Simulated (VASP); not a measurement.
V:

```
CELL_PARAMETERS angstrom
-1.51294 1.51294 1.51294
1.51294 -1.51294 1.51294
1.51294 1.51294 -1.51294
ATOMIC_POSITIONS crystal
V 0.00000 0.00000 0.00000
```

| Property | Result |
| --- | --- |
| Program | VASP 6.6.1 |
| Task | relaxation of cell and atoms |
| Functional | r2SCAN |
| Potentials or basis | VASP PAW PBE potentials, release 64 (V_sv) |
| Cutoff | 600 eV |
| k mesh | 10 × 10 × 10 |
| Occupations | gaussian, width 0.1 eV |
| Spin | no spin polarisation |

At the start: pressure -6.8 GPa; volume 13.85 Å³/atom.

Task: How do energy, volume and symmetry change on relaxing?

Result: Over 3 steps the energy falls by 10.6 meV/atom and the volume is 13.37 Å³/atom (-3.5 %); space group Im-3m (No. 229, to 0.05 Å).

The path:
```csv
step,energy change (eV),largest force (eV/Å),pressure (GPa),volume (Å³)
1,0.0000,0.0000,-6.76,13.85
2,0.0109,0.0000,11.03,12.71
3,-0.0106,0.0000,-0.10,13.37
```

Final structure:
```yaml
crystal:
  lattice:
    - [-1.49518, 1.49518, 1.49518]
    - [1.49518, -1.49518, 1.49518]
    - [1.49518, 1.49518, -1.49518]
  atoms:
    - { symbol: V, position: [0.00000, 0.00000, 0.00000] }
```

Caveat: the PAW data sets were made with another functional, which shifts forces and pressure a little.
